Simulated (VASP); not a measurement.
# PdBr (P2_13) in VASP: relaxation of cell and atoms with PBE

Aim: the relaxation of cell and atoms of PdBr with PBE.

Everything below comes from runs of VASP 6.6.1. Logs are shortened: lines on timing, memory, paths and dates and some standing lists are left out, and cuts for length are marked.

## 1. The cell of the first run

It takes space group P2_13 (No. 198, cubic). The conventional cell has a = 5.451 Å, b = 5.451 Å, c = 5.451 Å, α = 90.00°, β = 90.00°, γ = 90.00°. Within 3.6 Å of Pd (site symmetry 3) lie 7 Br at 2.73 to 3.07 Å and 6 Pd at 3.34 Å. Within 3.6 Å of Br (site symmetry 3) lie 7 Pd at 2.73 to 3.07 Å and 6 Br at 3.37 Å.

## 2. Relaxation of cell and atoms, PBE

The input, INCAR:

```
SYSTEM = PdBr
ALGO     = Normal         ! electronic algorithm
EDIFF    = 1E-7           ! SCF threshold, eV
EDIFFG   = -0.01          ! ionic threshold
ENCUT    = 500            ! plane-wave cutoff, eV
GGA      = PE             ! functional
GGA_COMPAT= .False.      
IBRION   = 2              ! ionic algorithm
ISIF     = 3              ! what is computed and relaxed
ISMEAR   = 0              ! smearing method
LASPH    = .True.         ! aspherical terms in the spheres
LCHARG   = .False.        ! write CHGCAR
LREAL    = .False.        ! projectors in reciprocal space
LWAVE    = .False.        ! write WAVECAR
NELM     = 120            ! most SCF steps
NELMIN   = 4            
NSW      = 100            ! ionic steps
PREC     = Accurate       ! precision mode
SIGMA    = 0.1            ! smearing width, eV
```

The input, KPOINTS:

```
k-points
0
Gamma
  8 8 8
  0 0 0
```

The input, POSCAR:

```
PdBr
1.0
    5.4513280421      0.0000000000      0.0000000000
    0.0000000000      5.4513280421      0.0000000000
    0.0000000000      0.0000000000      5.4513280421
Pd Br
4 4
Direct
    0.1340000000      0.1340000000      0.1340000000
    0.3660000000      0.8660000000      0.6340000000
    0.6340000000      0.3660000000      0.8660000000
    0.8660000000      0.6340000000      0.3660000000
    0.8445000000      0.8445000000      0.8445000000
    0.6555000000      0.1555000000      0.3445000000
    0.3445000000      0.6555000000      0.1555000000
    0.1555000000      0.3445000000      0.6555000000
```

Potentials or basis: VASP PAW PBE potentials, release 64 (Pd, Br).

Run with:

```sh
cat potpaw_PBE.64/Pd/POTCAR potpaw_PBE.64/Br/POTCAR > POTCAR
mpirun -np 1 vasp_std > vasp.out
```

OUTCAR:

```text
SYSTEM = PdBr
   EDIFF = 1E-7
   EDIFFG = -0.01
   ENCUT = 500
   GGA = PE
   IBRION = 2
   ISIF = 3
   ISMEAR = 0
   LASPH = .True.
   LREAL = .False.
   NELM = 120
   NELMIN = 4
   NSW = 100
   PREC = Accurate

 ion  position               nearest neighbor table
   1  0.134  0.134  0.134-   5 2.73   8 2.85   7 2.85   6 2.85   7 3.07   8 3.07   6 3.07   3 3.34
                             4 3.34   2 3.34   2 3.34   4 3.34   3 3.34
   2  0.366  0.866  0.634-   6 2.73   7 2.85   5 2.85   8 2.85   7 3.07   8 3.07   5 3.07   1 3.34
                             1 3.34   3 3.34   3 3.34   4 3.34   4 3.34
   3  0.634  0.366  0.866-   7 2.73   6 2.85   5 2.85   8 2.85   8 3.07   6 3.07   5 3.07   1 3.34
                             4 3.34   2 3.34   2 3.34   4 3.34   1 3.34
   4  0.866  0.634  0.366-   8 2.73   5 2.85   7 2.85   6 2.85   6 3.07   5 3.07   7 3.07   1 3.34
                             3 3.34   2 3.34   1 3.34   2 3.34   3 3.34
   5  0.844  0.844  0.844-   1 2.73   4 2.85   3 2.85   2 2.85   3 3.07   4 3.07   2 3.07
   6  0.656  0.156  0.344-   2 2.73   3 2.85   1 2.85   4 2.85   3 3.07   4 3.07   1 3.07
   7  0.344  0.656  0.156-   3 2.73   2 2.85   1 2.85   4 2.85   4 3.07   2 3.07   1 3.07
   8  0.156  0.344  0.656-   4 2.73   1 2.85   3 2.85   2 2.85   2 3.07   1 3.07   3 3.07

  LATTYP: Found a simple cubic cell.
 ALAT       =     5.4513280421

  Lattice vectors:

 A1 = (   5.4513280421,   0.0000000000,   0.0000000000)
 A2 = (   0.0000000000,   5.4513280421,   0.0000000000)
 A3 = (   0.0000000000,   0.0000000000,   5.4513280421)

Analysis of symmetry for initial positions (statically):
=====================================================================
 Subroutine PRICEL returns:
 Original cell was already a primitive cell.

 Routine SETGRP: Setting up the symmetry group for a
 simple cubic supercell.

 Subroutine GETGRP returns: Found 12 space group operations
 (whereof  3 operations were pure point group operations)
 out of a pool of 48 trial point group operations.

The static configuration has the point symmetry C_3 .
 The point group associated with its full space group is T   .

Analysis of symmetry for dynamics (positions and initial velocities):
=====================================================================
 Subroutine PRICEL returns:
 Original cell was already a primitive cell.

 Routine SETGRP: Setting up the symmetry group for a
 simple cubic supercell.

 Subroutine GETGRP returns: Found 12 space group operations
 (whereof  3 operations were pure point group operations)
 out of a pool of 48 trial point group operations.

The dynamic configuration has the point symmetry C_3 .
 The point group associated with its full space group is T   .

 Subroutine INISYM returns: Found 12 space group operations
 (whereof  3 operations are pure point group operations),
 and found     1 'primitive' translations

----------------------------------------------------------------------------------------

                                     Primitive cell

  volume of cell :     161.9970

  direct lattice vectors                    reciprocal lattice vectors
     5.451328042  0.000000000  0.000000000     0.183441538  0.000000000  0.000000000
     0.000000000  5.451328042  0.000000000     0.000000000  0.183441538  0.000000000
     0.000000000  0.000000000  5.451328042     0.000000000  0.000000000  0.183441538

  length of vectors
     5.451328042  5.451328042  5.451328042     0.183441538  0.183441538  0.183441538

  position of ions in fractional coordinates (direct lattice)
     0.134000000  0.134000000  0.134000000
     0.366000000  0.866000000  0.634000000
     0.634000000  0.366000000  0.866000000
     0.866000000  0.634000000  0.366000000
     0.844500000  0.844500000  0.844500000
     0.655500000  0.155500000  0.344500000
     0.344500000  0.655500000  0.155500000
     0.155500000  0.344500000  0.655500000

  ion indices of the primitive-cell ions
   primitive index   ion index
                 1           1
                 2           2
                 3           3
                 4           4
                 5           5
                 6           6
                 7           7
                 8           8

----------------------------------------------------------------------------------------

 KPOINTS: k-points

Automatic generation of k-mesh.
 Grid dimensions read from file:
 generate k-points for:    8    8    8

 Generating k-lattice:

  Cartesian coordinates                     Fractional coordinates (reciprocal lattice)
     0.022930192  0.000000000  0.000000000     0.125000000  0.000000000  0.000000000
     0.000000000  0.022930192  0.000000000     0.000000000  0.125000000  0.000000000
     0.000000000  0.000000000  0.022930192     0.000000000  0.000000000  0.125000000

  Length of vectors
     0.022930192  0.022930192  0.022930192

  Shift w.r.t. Gamma in fractional coordinates (k-lattice)
     0.000000000  0.000000000  0.000000000

 Subroutine IBZKPT returns following result:
 ===========================================

 Found     45 irreducible k-points:

 Following reciprocal coordinates:
            Coordinates               Weight
  0.000000  0.000000  0.000000      1.000000
  0.125000  0.000000  0.000000      6.000000
  0.250000  0.000000  0.000000      6.000000
  0.375000  0.000000  0.000000      6.000000
  0.500000  0.000000  0.000000      3.000000
  0.125000  0.125000  0.000000     12.000000
[... 16 lines left out ...]
  0.250000  0.125000  0.125000     24.000000
  0.375000  0.125000  0.125000     24.000000
 [... further k-points ...]
   k-points           NKPTS =     45   k-points in BZ     NKDIM =     45   number of bands    NBANDS=     40
   number of dos      NEDOS =    301   number of ions     NIONS =      8
   total plane-waves  NPLWV =  64000
   dimension x,y,z NGX =    40 NGY =   40 NGZ =   40
   dimension x,y,z NGXF=    80 NGYF=   80 NGZF=   80
   ions per type =               4   4
   NGX,Y,Z   is equivalent  to a cutoff of  12.20, 12.20, 12.20 a.u.
   NGXF,Y,Z  is equivalent  to a cutoff of  24.40, 24.40, 24.40 a.u.
 SYSTEM =  PdBr
   PREC   = accura    normal or accurate (medium, high low for compatibility)
   ISTART =      0    job   : 0-new  1-cont  2-samecut
   ICHARG =      2    charge: 1-file 2-atom 10-const
   ISPIN  =      1    spin polarized calculation?
   LNONCOLLINEAR =      F non collinear calculations
   LSORBIT =      F    spin-orbit coupling
   LASPH  =      T    aspherical Exc in radial PAW
   ENCUT  =  500.0 eV  36.75 Ry    6.06 a.u.   9.94  9.94  9.94*2*pi/ulx,y,z
   NELM   =    120;   NELMIN=  4; NELMDL= -5     # of ELM steps
   EDIFF  = 0.1E-06   stopping-criterion for ELM
   LREAL  =      F    real-space projection
   EDIFFG = -.1E-01   stopping-criterion for IOM
   NSW    =    100    number of steps for IOM
   IBRION =      2    ionic relax: 0-MD 1-quasi-New 2-CG
   NFREE  =      1    steps in history (QN), initial steepest desc. (CG)
   ISIF   =      3    stress and relaxation
   ISYM   =      2    0-nonsym 1-usesym 2-fastsym
   POTIM  = 0.5000    time-step for ionic-motion
   TEBEG  =    0.0;   TEEND  =   0.0 temperature during run
   PSTRESS=    0.0 pullay stress
   NELECT =      68.0000    total number of electrons
   NUPDOWN=      -1.0000    fix difference up-down
   EMIN   =  10.00;   EMAX   =-10.00  energy-range for DOS
   EFERMI =   0.00;   METHOD = LEGACY
   ISMEAR =     0;   SIGMA  =   0.10  broadening in eV -4-tet -1-fermi 0-gaus
   EFERMI_NEDOS =   21; number of points for ismear=-14 and -15
   IALGO  =     38    algorithm
   IMIX   =      4    mixing-type and parameters
     AMIX     =   0.40;   BMIX     =  1.00
     AMIX_MAG =   1.60;   BMIX_MAG =  1.00
  volume/ion in A,a.u.               =      20.25       136.65
  Fermi-wavevector in a.u.,A,eV,Ry     =   1.225770  2.316369 20.442902  1.502511
  Thomas-Fermi vector in A             =   2.360795
   LORBIT       =      0    0 simple, 1 ext, 2 COOP (PROOUT), +10 PAW based schemes
   GGA     = PE    functional components
   LHFCALC =     F    Hartree Fock is set to
   AEXX    =    0.0000 exact exchange contribution
   IVDW    =     0    specifies the selected vdW correction
   LEPSILON=     F    determine dielectric tensor
   LRPA    =     F    only Hartree local field effects (RPA)
 conjugate gradient relaxation of ions
 non-spin polarized calculation
 Gauss-broadening in eV      SIGMA  =   0.10
  energy-cutoff  :      500.00
  volume of cell :      162.00
 maximum number of plane-waves:      4224
   NGX = 19   NGY = 19   NGZ = 19

--------------------------------------- Ionic step        1  -------------------------------------------

 number of electron      67.9999987 magnetization

 Free energy of the ion-electron system (eV)
  ---------------------------------------------------
  ext. energy  EPLUGINS =         0.00000000
  ---------------------------------------------------
  free energy    TOTEN  =       -24.98024987 eV

  energy without entropy =      -24.92681661  energy(sigma->0) =      -24.95353324

------------------------ aborting loop because EDIFF is reached ----------------------------------------

  FORCE on cell =-STRESS in cart. coord.  units (eV):
  Direction    XX          YY          ZZ          XY          YZ          ZX
  --------------------------------------------------------------------------------------
  -------------------------------------------------------------------------------------
  Total       -0.6443916     -0.6443916     -0.6443916     -0.0000000      0.0000000      0.0000000
  in kB       -6.3731407     -6.3731407     -6.3731407     -0.0000000      0.0000000      0.0000000
  external PRESSURE =      -6.3731407 kB  Pullay stress =       0.0000000 kB
[... 107 lines left out ...]
  FREE ENERGIE OF THE ION-ELECTRON SYSTEM (eV)
  ---------------------------------------------------
  free  energy   TOTEN  =       -25.0350781679 eV

  energy  without entropy=      -24.9878101874  energy(sigma->0) =      -25.01144418

 E-fermi :   5.0704     XC(G=0): -10.1547

 val. band max:        5.0624578350   @ k =   0.5000   0.5000   0.3750
 cond. band min:       5.0713640611   @ k =  -0.1250   0.2500   0.0000
 fundamental gap:      0.0089062261
 Fermi energy:         5.0704371155

 k-point     1 :       0.0000    0.0000    0.0000
  band No.  band energies     occupation
      1     -11.7311      2.00000
      2     -11.1278      2.00000
      3     -11.1278      2.00000
      4     -11.1278      2.00000
      5      -1.2462      2.00000
      6      -1.2462      2.00000
[... 1021 lines left out ...]
     39       9.6310      0.00000
     40       9.8278      0.00000

 [... further k-points ...]

[... ionic steps 4 to 35 ...]

--------------------------------------- Ionic step       36  -------------------------------------------

 number of electron      67.9999935 magnetization

------------------------ aborting loop because EDIFF is reached ----------------------------------------

  FORCE on cell =-STRESS in cart. coord.  units (eV):
  Direction    XX          YY          ZZ          XY          YZ          ZX
  --------------------------------------------------------------------------------------
  -------------------------------------------------------------------------------------
  Total        0.0474836      0.0474836      0.0474836     -0.0000000      0.0000000     -0.0000000
  in kB        0.3726452      0.3726452      0.3726452     -0.0000000      0.0000000     -0.0000000
  external PRESSURE =       0.3726452 kB  Pullay stress =       0.0000000 kB
[... 69 lines left out ...]
  energy  without entropy=      -26.5416145056  energy(sigma->0) =      -26.55842934

--------------------------------------- Ionic step       38  -------------------------------------------

 number of electron      67.9999934 magnetization

 Free energy of the ion-electron system (eV)
  ---------------------------------------------------
  ext. energy  EPLUGINS =         0.00000000
  ---------------------------------------------------
  free energy    TOTEN  =       -26.57525944 eV

  energy without entropy =      -26.54166460  energy(sigma->0) =      -26.55846202

 E-fermi :   3.4951     XC(G=0):  -9.3270

 val. band max:        3.4950215047   @ k =   0.3750   0.0000   0.0000
 cond. band min:       3.5052060566   @ k =  -0.2500   0.3750   0.0000
 fundamental gap:      0.0101845519
 Fermi energy:         3.4950819814

 k-point     1 :       0.0000    0.0000    0.0000
  band No.  band energies     occupation
      1     -12.6497      2.00000
      2     -12.2732      2.00000
      3     -12.2732      2.00000
      4     -12.2732      2.00000
      5      -2.0575      2.00000
      6      -2.0575      2.00000
[... 1021 lines left out ...]
     39       8.2424      0.00000
     40       8.5262      0.00000

 [... further k-points ...]
[... 5 lines left out ...]
  --------------------------------------------------------------------------------------
  -------------------------------------------------------------------------------------
  Total       -0.0259366     -0.0259366     -0.0259366      0.0000000      0.0000000      0.0000000
  in kB       -0.2032125     -0.2032125     -0.2032125      0.0000000      0.0000000      0.0000000
  external PRESSURE =      -0.2032125 kB  Pullay stress =       0.0000000 kB
[... 23 lines left out ...]
  FREE ENERGIE OF THE ION-ELECTRON SYSTEM (eV)
  ---------------------------------------------------
  free  energy   TOTEN  =       -26.5752594403 eV

  energy  without entropy=      -26.5416646036  energy(sigma->0) =      -26.55846202

 reached required accuracy - stopping structural energy minimisation
```

Run time: 55 min. Hardware: 1 thread of Intel Xeon 6975P-C (Granite Rapids), shared host; peak memory 0.39 GiB.

Results:

- Free energy: -26.5753 eV
- Relaxed volume: 25.56 Å³/atom
- Relaxed cell: a = 5.891 Å, b = 5.891 Å, c = 5.891 Å, α = 90.00°, β = 90.00°, γ = 90.00°
- Space group after relaxing (to 0.1 Å): P2_13 (No. 198)
- Energy gained by relaxing: 199.4 meV/atom
- Ionic steps: 38
- Pressure after relaxing: 0.0 GPa
- Largest force after relaxing: 0.009 eV/Å
- Band gap on the k mesh: zero (bands 34 and 35 overlap by 0.67 eV)

Forces on the atoms (eV/Å):
```
Pd  -0.005 -0.005 -0.005
Pd   0.005  0.005 -0.005
Pd  -0.005  0.005  0.005
Pd   0.005 -0.005  0.005
Br  -0.002 -0.002 -0.002
Br   0.002  0.002 -0.002
Br  -0.002  0.002  0.002
Br   0.002 -0.002  0.002
```

Step by step:
| step | energy change (eV) | largest force (eV/Å) | pressure (GPa) | volume (Å³) |
| --- | --- | --- | --- | --- |
| 1 | 0.0000 | 0.2789 | -0.64 | 162.00 |
| 2 | -0.0303 | 0.2705 | 0.23 | 160.12 |
| 3 | -0.0548 | 0.2759 | 2.64 | 155.68 |
| 4 | -0.0637 | 0.2759 | 2.72 | 155.66 |
| 5 | -0.0903 | 0.2746 | 2.96 | 155.59 |
| 6 | -0.1416 | 0.2626 | 3.48 | 155.46 |
| 7 | -0.2298 | 0.1971 | 4.79 | 155.20 |
| 8 | -0.2832 | 0.1140 | 8.42 | 154.67 |
| 9 | -0.3040 | 0.1293 | 8.39 | 155.12 |
| 10 | -0.3637 | 0.1755 | 8.32 | 156.46 |
| 11 | -0.4720 | 0.2688 | 8.27 | 159.18 |
| 12 | -0.6517 | 0.4477 | 8.34 | 164.70 |
| 13 | -0.8778 | 0.8729 | 8.52 | 176.12 |
| 14 | -1.1958 | 0.5864 | 5.19 | 184.04 |
| 15 | -1.4652 | 0.2263 | 0.47 | 199.89 |
| 16 | -1.4732 | 0.2220 | -0.22 | 202.97 |
| 17 | -1.4734 | 0.2210 | -0.34 | 203.54 |
| 18 | -1.4777 | 0.2183 | -0.35 | 203.53 |
| 19 | -1.4903 | 0.2106 | -0.36 | 203.51 |
| 20 | -1.5140 | 0.1919 | -0.39 | 203.48 |
| 21 | -1.5532 | 0.1415 | -0.40 | 203.42 |
| 22 | -1.5813 | 0.1513 | -0.22 | 203.29 |
| 23 | -1.5828 | 0.0996 | -0.29 | 203.32 |
| 24 | -1.5803 | 0.0096 | 0.81 | 199.52 |
| 25 | -1.5855 | 0.0617 | 0.16 | 201.70 |
| 26 | -1.5886 | 0.0306 | 0.12 | 202.31 |
| 27 | -1.5908 | 0.0468 | 0.06 | 203.42 |
| 28 | -1.5919 | 0.0381 | -0.20 | 204.60 |
| 29 | -1.5919 | 0.0382 | -0.20 | 204.61 |
| 30 | -1.5925 | 0.0326 | -0.18 | 204.57 |
| 31 | -1.5939 | 0.0171 | -0.12 | 204.44 |
| 32 | -1.5944 | 0.0402 | 0.02 | 204.18 |
| 33 | -1.5945 | 0.0307 | -0.03 | 204.27 |
| 34 | -1.5947 | 0.0224 | 0.02 | 204.12 |
| 35 | -1.5948 | 0.0139 | 0.07 | 203.97 |
| 36 | -1.5949 | 0.0101 | 0.04 | 204.15 |
| 37 | -1.5950 | 0.0114 | -0.04 | 204.62 |
| 38 | -1.5950 | 0.0089 | -0.02 | 204.49 |

Final structure:
```
Pd Br
1.0
     5.89148    0.00000    0.00000
     0.00000    5.89148    0.00000
     0.00000    0.00000    5.89148
Pd Br
4 4
Direct
  0.03227 0.03227 0.03227
  0.46773 0.96773 0.53227
  0.53227 0.46773 0.96773
  0.96773 0.53227 0.46773
  0.76991 0.76991 0.76991
  0.73009 0.23009 0.26991
  0.26991 0.73009 0.23009
  0.23009 0.26991 0.73009
```

Caveat: the volume moved by over 15 % at a fixed basis, so the end points are rough.
